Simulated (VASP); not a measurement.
Ba: single point with PBE+D3(BJ)

Ba:

```
Ba
1.0
    -2.50000    2.50000    2.50000
     2.50000   -2.50000    2.50000
     2.50000    2.50000   -2.50000
Ba
1
Direct
  0.00000 0.00000 0.00000
```

```yaml
Program: VASP 6.6.1
Task: single point
Functional: PBE
Dispersion: D3(BJ)
Potentials_or_basis: VASP PAW PBE potentials, release 64 (Ba_sv)
Cutoff: 500 eV
k_mesh: 6 × 6 × 6
Occupations: gaussian, width 0.1 eV
Spin: no spin polarisation
```

| Property | Result |
| --- | --- |
| Pressure | -0.2 GPa |
| Band gap on the k mesh | zero (bands 5 and 6 overlap by 0.66 eV) |
| Dispersion energy per atom | -0.201 eV |

Levels at points of the mesh, in eV from the Fermi level:
| k point | band 3 | band 4 | band 5 | band 6 | band 7 | band 8 |
| --- | --- | --- | --- | --- | --- | --- |
| (0.00, 0.00, 0.00) | -13.85 | -13.85 | -2.79 | 1.81 | 1.81 | 1.81 |
| (0.50, 0.00, 0.00) | -14.00 | -13.85 | -0.93 | 0.66 | 1.24 | 3.19 |
| (0.50, 0.50, 0.50) | -14.18 | -14.18 | -0.59 | -0.59 | 4.37 | 4.37 |

Run time: 12 s on 1 thread of Intel Xeon 8259CL (shared host), peak memory 0.15 GiB.

Caveat: spin-orbit coupling is left out, which moves the levels of the heavy elements.
